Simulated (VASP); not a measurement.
# LiF (P6_3mc) in VASP: a series of runs, part 2 of 2

VASP 6.6.1.

### Step 4. Single point, r2SCAN

Contents of POSCAR:

```
LiF
1.0
    3.0810519475      0.0000000000      0.0000000000
   -1.5405259738      2.6682692570      0.0000000000
    0.0000000000      0.0000000000      4.7852337722
Li F
2 2
Direct
    0.3333333333      0.6666666667      0.3824388604
    0.6666666667      0.3333333333      0.8824388604
    0.3333333333      0.6666666667      0.9925591396
    0.6666666667      0.3333333333      0.4925591396
```

Contents of INCAR.step1:

```
PREC = Accurate
ENCUT = 520
ISMEAR = 0
SIGMA = 0.01
LREAL = False
LASPH = True
NELM = 100
NBANDS = 18
GGA = PE
ALGO = Normal
EDIFF = 1E-4
LWAVE = True
LCHARG = False
```

Contents of INCAR.step2:

```
PREC = Accurate
ENCUT = 520
EDIFF = 1E-6
ISMEAR = 0
SIGMA = 0.01
LREAL = False
LASPH = True
NELM = 100
ALGO = Normal
ISIF = 2
LWAVE = False
LCHARG = False
METAGGA = R2SCAN
LMIXTAU = True
NBANDS = 18
ISTART = 1
```

Contents of KPOINTS:

```
Automatic mesh
0
Gamma
  6 6 4
```

Potentials or basis: VASP PAW PBE potentials, release 64 (Li_sv, F).

Run with:

```sh
cat potpaw_PBE.64/Li_sv/POTCAR potpaw_PBE.64/F/POTCAR > POTCAR
cp INCAR.step1 INCAR
mpirun -np 1 vasp_std > vasp.out
cp INCAR.step2 INCAR
mpirun -np 1 vasp_std > vasp.out
```

OUTCAR:

```text
PREC = Accurate
   ENCUT = 520
   EDIFF = 1E-6
   ISMEAR = 0
   LREAL = False
   LASPH = True
   NELM = 100
   ISIF = 2
   METAGGA = R2SCAN
   ISTART = 1

 ion  position               nearest neighbor table
   1  0.333  0.667  0.382-   4 1.86   4 1.86   4 1.86   3 1.87
   2  0.667  0.333  0.882-   3 1.86   3 1.86   3 1.86   4 1.87
   3  0.333  0.667  0.993-   2 1.86   2 1.86   2 1.86   1 1.87
   4  0.667  0.333  0.493-   1 1.86   1 1.86   1 1.86   2 1.87

  LATTYP: Found a hexagonal cell.
[... 636 lines left out ...]
  FORCE on cell =-STRESS in cart. coord.  units (eV):
  Direction    XX          YY          ZZ          XY          YZ          ZX
  --------------------------------------------------------------------------------------
  -------------------------------------------------------------------------------------
  Total       -0.0755732     -0.0755732     -0.0677430      0.0000000      0.0000000      0.0000000
  in kB       -3.0778454     -3.0778454     -2.7589462      0.0000000      0.0000000      0.0000000
  external PRESSURE =      -2.9715457 kB  Pullay stress =       0.0000000 kB

 VOLUME and BASIS-vectors are now :
 -----------------------------------------------------------------------------
  energy-cutoff  :      520.00
  volume of cell :       39.34
      direct lattice vectors                 reciprocal lattice vectors
     3.081051948  0.000000000  0.000000000     0.324564472  0.187387386  0.000000000
    -1.540525974  2.668269257  0.000000000     0.000000000  0.374774771  0.000000000
     0.000000000  0.000000000  4.785233772     0.000000000  0.000000000  0.208976206

 POSITION                                       TOTAL-FORCE (eV/Angst)
 -----------------------------------------------------------------------------------
     -0.00000      1.77885      1.83006         0.000000      0.000000      0.003168
      1.54053      0.88942      4.22268         0.000000     -0.000000      0.003168
     -0.00000      1.77885      4.74963        -0.000000     -0.000000     -0.003168
      1.54053      0.88942      2.35701         0.000000      0.000000     -0.003168
 -----------------------------------------------------------------------------------
    total drift:                                0.000001      0.000001      0.056734

  FREE ENERGIE OF THE ION-ELECTRON SYSTEM (eV)
  ---------------------------------------------------
  free  energy   TOTEN  =       -23.6588280152 eV

  energy  without entropy=      -23.6588280152  energy(sigma->0) =      -23.65882802
```

OUTCAR.step1:

```text
PREC = Accurate
   ENCUT = 520
   ISMEAR = 0
   LREAL = False
   LASPH = True
[... 666 lines left out ...]
     -0.00000      1.77885      1.83006        -0.000000      0.000000      0.002636
      1.54053      0.88942      4.22268         0.000000     -0.000000      0.002636
     -0.00000      1.77885      4.74963         0.000000      0.000000     -0.002636
      1.54053      0.88942      2.35701        -0.000000      0.000000     -0.002636
 -----------------------------------------------------------------------------------
    total drift:                                0.000001      0.000001     -0.005476

  FREE ENERGIE OF THE ION-ELECTRON SYSTEM (eV)
  ---------------------------------------------------
  free  energy   TOTEN  =       -19.2783097895 eV

  energy  without entropy=      -19.2783097895  energy(sigma->0) =      -19.27830979
```

OSZICAR.step1:

```text
N       E                     dE             d eps       ncg     rms          rms(c)
DAV:   1     0.120308557669E+03    0.12031E+03   -0.10967E+04   756   0.121E+03
DAV:   2    -0.103097694573E+02   -0.13062E+03   -0.12801E+03   872   0.297E+02
DAV:   3    -0.206069101731E+02   -0.10297E+02   -0.10242E+02  1372   0.632E+01
DAV:   4    -0.206971537402E+02   -0.90244E-01   -0.90077E-01   988   0.727E+00
DAV:   5    -0.206980435427E+02   -0.88980E-03   -0.88938E-03   966   0.621E-01    0.737E+00
DAV:   6    -0.192126726694E+02    0.14854E+01   -0.39960E+00   800   0.152E+01    0.225E+00
DAV:   7    -0.192401708241E+02   -0.27498E-01   -0.12176E-01   870   0.243E+00    0.149E+00
DAV:   8    -0.192785885061E+02   -0.38418E-01   -0.60215E-02   862   0.235E+00    0.374E-01
DAV:   9    -0.192773219647E+02    0.12665E-02   -0.60010E-03  1028   0.666E-01    0.972E-02
DAV:  10    -0.192783209360E+02   -0.99897E-03   -0.13781E-03   828   0.251E-01    0.463E-02
DAV:  11    -0.192783097895E+02    0.11146E-04   -0.46470E-05   780   0.641E-02
   1 F= -.19278310E+02 E0= -.19278310E+02  d E =-.670283E-12
```

It took 90 s on 1 thread of Intel Xeon 8259CL, shared host; peak memory 0.16 GiB.

Results:

```
Free energy            : -23.6588 eV
Largest force          : 0.003 eV/Å
Band gap on the k mesh : 8.68 eV, direct
```

Forces in eV/Å, atoms in the order of the input:
```
Li   0.000  0.000  0.003
Li   0.000  0.000  0.003
F    0.000  0.000 -0.003
F    0.000  0.000 -0.003
```

Caveat: the cutoff is under 1.25 times the usual one of these potentials, so pressure, stress and relaxed cells hold a basis-set (Pulay) error; the PAW data sets were made with another functional, which shifts forces and pressure a little.

### Step 5. Single point, r2SCAN

POSCAR is that of step 4.

Contents of INCAR.step1:

```
SYSTEM = LiF
PREC = Accurate
ENCUT = 520
ISMEAR = 0
SIGMA = 0.01
LREAL = .FALSE.
LASPH = .TRUE.
NELM = 80
NBANDS = 18
GGA = PE
ALGO = Normal
EDIFF = 1E-4
LWAVE = .TRUE.
LCHARG = .FALSE.
```

Contents of INCAR.step2:

```
SYSTEM = LiF
PREC = Accurate
ENCUT = 520
EDIFF = 1E-6
ISMEAR = 0
SIGMA = 0.01
LREAL = .FALSE.
LASPH = .TRUE.
NELM = 80
ALGO = Normal
ISIF = 2
LWAVE = .FALSE.
LCHARG = .FALSE.
METAGGA = R2SCAN
LMIXTAU = .TRUE.
NBANDS = 18
ISTART = 1
```

Contents of KPOINTS:

```
regular mesh
0
G
  6 6 4
  0 0 0
```

Run with:

```sh
cat potpaw_PBE.64/Li_sv/POTCAR potpaw_PBE.64/F/POTCAR > POTCAR
cp INCAR.step1 INCAR
mpirun -np 1 vasp_std > vasp.out
cp INCAR.step2 INCAR
mpirun -np 1 vasp_std > vasp.out
```

It took 2 min on 1 thread of Intel Xeon 8259CL, shared host; peak memory 0.16 GiB.

It converged, with:

| Property | Result |
| --- | --- |
| Free energy | -23.6588 eV |
| Largest force | 0.003 eV/Å |
| Band gap on the k mesh | 8.68 eV, direct |

Forces on the atoms (eV/Å):
```
Li   0.000  0.000  0.003
Li   0.000  0.000  0.003
F    0.000  0.000 -0.003
F    0.000  0.000 -0.003
```

Levels at points of the mesh, in eV from the valence-band top:
```
           k point  band 6  band 7  band 8  band 9  band 10  band 11  band 12  band 13  band 14  band 15
(0.00, 0.00, 0.00)   -0.52   -0.52   -0.19   -0.19     0.00     8.68    13.11    16.53    19.93    19.93
(0.50, 0.00, 0.00)   -1.25   -1.05   -1.05   -0.55    -0.41    12.04    13.20    15.96    16.20    18.55
(0.00, 0.00, 0.50)   -1.15   -0.35   -0.35   -0.35    -0.35    10.41    10.41    19.04    19.04    20.23
(0.50, 0.00, 0.50)   -1.79   -0.74   -0.74   -0.57    -0.57    12.06    12.06    16.04    16.04    20.53
```

Caveat: the cutoff is under 1.25 times the usual one of these potentials, so pressure, stress and relaxed cells hold a basis-set (Pulay) error; the PAW data sets were made with another functional, which shifts forces and pressure a little.

### Step 6. Single point, r2SCAN

POSCAR is that of step 5.

Contents of INCAR.step1:

```
SYSTEM = LiF
PREC = Accurate
ENCUT = 520
ISMEAR = 0
SIGMA = 0.01
LREAL = .False.
LASPH = .True.
NELM = 80
NBANDS = 18
GGA = PE
ALGO = Normal
EDIFF = 1E-4
LWAVE = .True.
LCHARG = .False.
```

Contents of INCAR.step2:

```
SYSTEM = LiF
PREC = Accurate
ENCUT = 520
EDIFF = 1E-6
ISMEAR = 0
SIGMA = 0.01
LREAL = .False.
LASPH = .True.
NELM = 80
ALGO = Normal
ISIF = 2
LWAVE = .False.
LCHARG = .False.
METAGGA = R2SCAN
LMIXTAU = .True.
NBANDS = 18
ISTART = 1
```

Contents of KPOINTS:

```
Automatic mesh
0
Gamma
  9 9 4
  0 0 0
```

Potentials or basis: VASP PAW PBE potentials, release 64 (Li_sv, F).

Run with:

```sh
cat potpaw_PBE.64/Li_sv/POTCAR potpaw_PBE.64/F/POTCAR > POTCAR
cp INCAR.step1 INCAR
mpirun -np 1 vasp_std > vasp.out
cp INCAR.step2 INCAR
mpirun -np 1 vasp_std > vasp.out
```

Wall time 2.9 min (1 thread of Intel Xeon 8259CL, shared host); peak memory 0.16 GiB.

The run converged. Its results:

```yaml
Free_energy: -23.6587 eV
Largest_force: 0.003 eV/Å
Band_gap_on_the_k_mesh: 8.68 eV, direct
```

Forces on the atoms (eV/Å):
```
Li   0.000  0.000  0.003
Li   0.000  0.000  0.003
F    0.000  0.000 -0.003
F    0.000  0.000 -0.003
```

Levels at points of the mesh, in eV from the valence-band top:
```csv
k point,band 7,band 8,band 9,band 10,band 11,band 12,band 13,band 14
"(0.00, 0.00, 0.00)",-0.52,-0.19,-0.19,0.00,8.68,13.11,16.53,19.93
"(0.00, 0.00, 0.50)",-0.35,-0.35,-0.35,-0.35,10.41,10.41,19.04,19.04
```

Caveat: the cutoff is under 1.25 times the usual one of these potentials, so pressure, stress and relaxed cells hold a basis-set (Pulay) error; the PAW data sets were made with another functional, which shifts forces and pressure a little. r2SCAN opens gaps a little over a GGA but as a rule still falls short of measured ones.

### Step 7. Overview

| level | potentials or basis | k mesh | gap on the mesh (eV) |
| --- | --- | --- | --- |
| LDA | VASP PAW LDA potentials, release 64 (Li_sv, F) | 6 × 6 × 4 | 7.52 |
| PBE | VASP PAW PBE potentials, release 64 (Li_sv, F) | 6 × 6 × 4 | 7.84 |
| r2SCAN | VASP PAW PBE potentials, release 64 (Li_sv, F) | 6 × 6 × 4 | 8.68 |
| r2SCAN | VASP PAW PBE potentials, release 64 (Li_sv, F) | 9 × 9 × 4 | 8.68 |

Alike in all rows: task single point; no spin polarisation; cell as given; cutoff (eV) 520; smearing gaussian 0.01 eV.

Caveats: the cutoff is under 1.25 times the usual one of these potentials, so pressure, stress and relaxed cells hold a basis-set (Pulay) error; the PAW data sets were made with another functional, which shifts forces and pressure a little (some runs).

Absolute energies hang on the potentials; compare differences alone.
